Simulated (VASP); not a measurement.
Cu, 1 atom in the cell. Symmetry: Im-3m, No. 229, cubic system. Conventional cell: a = 2.744 Å, b = 2.744 Å, c = 2.744 Å, α = 90.00°, β = 90.00°, γ = 90.00°. Within 3.1 Å of Cu (site symmetry m-3m) lie 14 Cu at 2.38 to 2.74 Å. This isn't the form of Cu at room conditions, which is fcc.

```yaml
Program: VASP 6.6.1
Task: single point
Functional: PBEsol
Potentials_or_basis: VASP PAW PBE potentials, release 64 (Cu)
Cutoff: 600 eV
k_mesh: 12 × 12 × 12
Occupations: fermi-dirac, width 0.1 eV
Spin: no spin polarisation
Dipole_correction: no
Further_INCAR_settings: ALGO = Normal; EDIFF = 1e-06; NBANDS = 12
```

Potentials or basis: VASP PAW PBE potentials, release 64 (Cu).

Command:

```console
$ cat potpaw_PBE.64/Cu/POTCAR > POTCAR
$ mpirun -np 1 vasp_std > vasp.out
```

Hardware: 1 thread of Intel(R) Xeon(R) Platinum 8375C CPU @ 2.90GHz (Ice Lake), with other jobs on the host.

Problem. How long does it take, and how much memory?

Solution. Run time: 7.7 s on 1 thread of Intel(R) Xeon(R) Platinum 8375C CPU @ 2.90GHz (Ice Lake), with other jobs on the host, peak memory 0.13 GiB. Counts: scf iterations 11, k points 72.
